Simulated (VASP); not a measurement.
Ga:

```
Ga
1.0
     5.93479    0.00000    0.00000
    -2.96740    5.13968    0.00000
     0.00000    0.00000    3.44805
Ga
6
Cartesian
  -1.2645 4.1565 0.8620
  0.0000 1.9663 0.8620
  1.2645 4.1565 0.8620
  4.2319 0.9832 2.5860
  2.9674 3.1734 2.5860
  1.7029 0.9832 2.5860
```

- Program: VASP 6.6.1
- Task: relaxation of cell and atoms
- Functional: PBE
- Potentials or basis: VASP PAW PBE potentials, release 64 (Ga_d)
- Cutoff: 600 eV
- k mesh: 3 × 3 × 6
- Occupations: gaussian, width 0.1 eV
- Spin: no spin polarisation

At the start: pressure 10.6 GPa; volume 17.53 Å³/atom.

Task: Where does the relaxation end?

Result: Over 12 steps the energy falls by 151.6 meV/atom and the volume is 20.33 Å³/atom (+16.0 %); space group P6_3/mmc (No. 194, to 0.05 Å).

Step by step:
| step | energy change (eV) | largest force (eV/Å) | pressure (GPa) | volume (Å³) |
| --- | --- | --- | --- | --- |
| 1 | 0.0000 | 0.7013 | 10.65 | 105.18 |
| 2 | -0.5935 | 0.2753 | -0.57 | 123.92 |
| 3 | -0.5935 | 0.2786 | -0.55 | 123.81 |
| 4 | -0.6569 | 0.2271 | -0.69 | 123.64 |
| 5 | -0.7914 | 0.1502 | -0.75 | 122.89 |
| 6 | -0.8930 | 0.0043 | 0.58 | 120.28 |
| 7 | -0.8879 | 0.1705 | 0.19 | 121.42 |
| 8 | -0.9050 | 0.0624 | 0.43 | 120.75 |
| 9 | -0.9061 | 0.0922 | 0.36 | 120.94 |
| 10 | -0.9061 | 0.0756 | 0.36 | 120.85 |
| 11 | -0.9078 | 0.0621 | -0.27 | 122.84 |
| 12 | -0.9098 | 0.0053 | 0.04 | 121.99 |

Final structure:
```xyz
6
Lattice="5.8222 0.0000 0.0000 -2.9111 5.0422 0.0000 0.0000 0.0000 4.1555" Properties=species:S:1:pos:R:3 pbc="T T T"
Ga   -1.3881    4.1629    1.0389
Ga    0.0000    1.7587    1.0389
Ga    1.3881    4.1629    1.0389
Ga    4.2992    0.8793    3.1166
Ga    2.9111    3.2835    3.1166
Ga    1.5231    0.8793    3.1166
```

Caveat: the k points lie up to 0.42 Å⁻¹ apart in the final cell; the volume moved by over 15 % at a fixed basis, so the end points are rough.
